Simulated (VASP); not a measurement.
Runs of VASP 6.6.1 on B. The structure is that of space group P6/mmm (No. 191), or close to it. The cells are those of the table. 

```tsv
cell	gap on the mesh (eV)	pressure (GPa)
a = 1.725, b = 1.725, c = 3.683 Å, angles 90.0, 90.0, 120.0°, 1 atom	none	(a)
a = 1.691, b = 1.691, c = 3.611 Å, angles 90.0, 90.0, 120.0°, 1 atom	none	0.9
a = 1.741, b = 1.741, c = 3.718 Å, angles 90.0, 90.0, 120.0°, 1 atom	none	-13.7
a = 1.674, b = 1.674, c = 3.574 Å, angles 90.0, 90.0, 120.0°, 1 atom	none	(b)
a = 1.708, b = 1.708, c = 3.648 Å, angles 90.0, 90.0, 120.0°, 1 atom	none	-4.7
```

Alike in all rows: task single point; level LDA; potentials or basis VASP PAW LDA potentials, release 64 (B); no spin polarisation; k mesh 19 × 19 × 8; cutoff (eV) 520; smearing methfessel-paxton 0.3 eV.

Question: Fill in the values left out.

Answer: (a) -9.5; (b) 7.3.

A gap of «none» marks levels without a gap at the run's occupations.
